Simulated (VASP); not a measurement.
A run of VASP 6.6.1 is set up as follows.

The input INCAR:

```
SYSTEM = Al3SiNO
ALGO = Normal
EDIFF = 1E-6
ENCUT = 520
GGA = PE
ISIF = 2
ISMEAR = 0
LASPH = .TRUE.
LCHARG = .TRUE.
LELF = .TRUE.
LREAL = .FALSE.
LVHAR = .TRUE.
LWAVE = .FALSE.
NBANDS = 21
NELM = 60
PREC = Accurate
SIGMA = 0.1
```

KPOINTS

```
k-points
0
G
  6 6 6
  0 0 0
```

File POSCAR:

```
Al3SiNO
1.0
    2.6662993359      1.5393886393      2.9371377960
   -2.6662993359      1.5393886393      2.9371377960
    0.0000000000     -3.0787772786      2.9371377960
Al Si N O
3 1 1 1
Direct
    0.1642997347      0.6538483061      0.6538483061
    0.6538483061      0.1642997347      0.6538483061
    0.6538483061      0.6538483061      0.1642997347
    0.1625023098      0.1625023098      0.1625023098
    0.6669829144      0.6669829144      0.6669829144
    0.9485180490      0.9485180490      0.9485180490
```

Potentials or basis: VASP PAW PBE potentials, release 64 (Al, Si, N, O).

Launch:

```sh
$ cat potpaw_PBE.64/Al/POTCAR potpaw_PBE.64/Si/POTCAR potpaw_PBE.64/N/POTCAR potpaw_PBE.64/O/POTCAR > POTCAR
$ mpirun -np 1 vasp_std > vasp.out
```

(1) What does it give for the largest force?

(2) Estimate the band gap on the k mesh.

(3) Predict the pressure.

Answers

(1) 0.010 eV/Å.

(2) zero (filled and empty bands touch).

(3) -0.1 GPa.

Caveat: semilocal functionals underestimate gaps, and a narrow one can read as zero.
